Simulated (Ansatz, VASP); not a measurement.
## YN: VASP beside Ansatz

```
CELL_PARAMETERS angstrom
0.00000 2.41923 2.46476
2.41923 0.00000 2.46476
2.41923 2.41923 0.00000
ATOMIC_POSITIONS crystal
Y 0.00000 0.00000 0.00000
N 0.50000 0.50000 0.50000
```

Change from the starting cell: strained cell.

Alike in both runs: functional PBEsol; k mesh 10 × 10 × 10; occupations gaussian, width 0.01 eV; no spin polarisation.

Ansatz relaxed the structure, and its values are those at the end. VASP's run is a single point on that final structure, the one shown.

|  | VASP | Ansatz |
| --- | --- | --- |
| version | VASP 6.6.1 | Ansatz 0.2.0 |
| potentials or method | VASP PAW PBE potentials, release 64 (Y_sv, N), cutoff 600 eV | scalar-relativistic, plane waves, PAW |
| valence electrons in the cell | 16 | 16 |

```tsv
	VASP	Ansatz	Ansatz less VASP
gap on the k mesh at the Fermi level (eV)	0.04	0.04	+0.001
least direct gap on the mesh (eV)	0.42	0.42	+0.002
pressure (GPa)	-1.3	-1.1	+0.23
```

VASP's potentials were made for PBE, not for PBEsol, and Ansatz warns of the same on its side. The functional is the same, so the differences come from potentials, cutoffs and numerics. Ansatz's warnings: stress scf threshold loose.
